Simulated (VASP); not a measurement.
HfB2:

```
Hf B
1.0
     3.16080    0.00000    0.00000
    -1.58040    2.73733    0.00000
     0.00000    0.00000    3.50305
Hf B
1 2
Direct
  0.00000 0.00000 0.00000
  0.66667 0.33333 0.50000
  0.33333 0.66667 0.50000
```

Base run:

* Program: VASP 6.6.1
* Functional: PBE
* Potentials or basis: VASP PAW PBE potentials, release 64 (Hf_pv, B)
* Cutoff: 520 eV
* k mesh: 10 × 10 × 8
* Occupations: fermi-dirac, width 0.05 eV
* Spin: no spin polarisation

Its results: band gap on the k mesh zero (band 8 reaches 8.09 eV, above the bottom of band 9 at 7.28 eV); pressure -3.9 GPa.

Problem. The run is repeated on the same cell with these changes: functional from PBE to LDA; potentials or basis from VASP PAW PBE potentials, release 64 (Hf_pv, B) to VASP PAW LDA potentials, release 64 (Hf_pv, B). What comes out?

Solution. Band gap on the k mesh zero (band 8 reaches 8.04 eV, above the bottom of band 9 at 7.25 eV); pressure -14.3 GPa.

Caveats: spin-orbit coupling is left out, which moves the levels of the heavy elements.
